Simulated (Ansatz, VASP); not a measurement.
# AlN in VASP and in Ansatz

File POSCAR:

```
AlN
1.0
    3.1110021516      0.0000000000      0.0000000000
   -1.5555010758      2.6942068945      0.0000000000
    0.0000000000      0.0000000000      4.9780000000
Al N
2 2
Direct
    0.3172574938      0.6616665852     -0.0067688768
    0.6695472561      0.3374501769      0.4946692515
    0.3352791861      0.6714395050      0.3805626799
    0.6779160639      0.3294437329      0.9015369454
```

File INCAR.step1:

```
PREC = Accurate ; ENCUT = 520
ISMEAR = 0 ; SIGMA = 0.05
LREAL = F ; LASPH = T
NELM = 100 ; NBANDS = 16
GGA = PE ; ALGO = Normal
EDIFF = 1E-4 ; LWAVE = T
LCHARG = F
```

The input INCAR.step2:

```
PREC = Accurate ; ENCUT = 520
EDIFF = 1E-6 ; ISMEAR = 0
SIGMA = 0.05 ; LREAL = F
LASPH = T ; NELM = 100
ALGO = Normal ; ISIF = 2
LWAVE = F ; LCHARG = F
METAGGA = R2SCAN ; LMIXTAU = T
NBANDS = 16 ; ISTART = 1
```

Contents of KPOINTS:

```
regular mesh
0
Gamma
  12 12 6
```

Input for Ansatz:

```yaml
crystal:
  lattice:
    - [3.1110021516, 0.0, 0.0]
    - [-1.5555010758, 2.6942068945, 0.0]
    - [0.0, 0.0, 4.978]
  atoms:
    - { symbol: Al, position: [0.3172574938, 0.6616665852, -0.0067688768] }
    - { symbol: Al, position: [0.6695472561, 0.3374501769, 0.4946692515] }
    - { symbol: "N", position: [0.3352791861, 0.671439505, 0.3805626799] }
    - { symbol: "N", position: [0.6779160639, 0.3294437329, 0.9015369454] }
basis:
  ecutwfc: 500
kpoints:
  mp_grid: { grid: [12, 12, 6] }
hamiltonian:
  xc: r2scan
scf:
  occupations: { method: gaussian, width: 0.05 }
output:
  forces: true
  stress: true
  eigenvalues: true
```

Change from the starting cell: all atoms moved at random (sigma 0.03 Å a component).

Alike in both runs: task single point; functional r2SCAN; k mesh 12 × 12 × 6; occupations gaussian, width 0.05 eV; no spin polarisation.

|  | VASP | Ansatz |
| --- | --- | --- |
| version | VASP 6.6.1 | Ansatz 0.2.0 |
| potentials or method | VASP PAW PBE potentials, release 64 (Al, N), cutoff 520 eV | scalar-relativistic, plane waves, PAW |
| valence electrons in the cell | 16 | 16 |

```tsv
	VASP	Ansatz	Ansatz less VASP
gap on the k mesh at the Fermi level (eV)	4.59	4.55	-0.039
least direct gap on the mesh (eV)	4.59	4.55	-0.039
pressure (GPa)	0.3	0.6	+0.36
traceless stress, the component that is largest in VASP (GPa)	-5.83	-5.74	+0.090
rms of the force components (eV/Å)	0.981	0.970	-0.0113
```

VASP's potentials were made for PBE, not for r2SCAN. Atom by atom the forces differ by 0.012 eV/Å (rms over components).
